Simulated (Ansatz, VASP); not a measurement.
## Two plane-wave programs on PtS2

```
S Pt
1.0
     3.54153    0.00000    0.00000
    -1.77076    3.06705    0.00000
     0.00000    0.00000   22.46707
S Pt
4 2
Direct
  0.66667 0.33333 0.20029
  0.33333 0.66667 0.31083
  0.33333 0.16667 0.47285
  0.66667 0.83333 0.58339
  0.00000 0.00000 0.25556
  0.00000 0.50000 0.52812
```

Alike in both runs: task single point; functional PBE; dispersion D3(BJ); k mesh 9 × 9 × 1; occupations gaussian, width 0.05 eV; no spin polarisation.

|  | VASP | Ansatz |
| --- | --- | --- |
| version | VASP 6.6.1 | Ansatz 0.2.0 |
| potentials or method | VASP PAW PBE potentials, release 64 (S, Pt), cutoff 520 eV | scalar-relativistic, plane waves, PAW |
| valence electrons in the cell | 44 | 60 |

Ansatz gave:

- gap on the k mesh at the Fermi level (eV): 1.53
- least direct gap on the mesh (eV): 1.62
- rms of the force components (eV/Å): 0.029

Question: Which values does VASP return?

Answer: gap on the k mesh at the Fermi level (eV): 1.54; least direct gap on the mesh (eV): 1.62; rms of the force components (eV/Å): 0.026.

VASP's potentials hold 44 valence electrons a cell and Ansatz's 60, so a difference there can come from the potentials and not from the codes.

Neither program's run includes spin-orbit coupling.
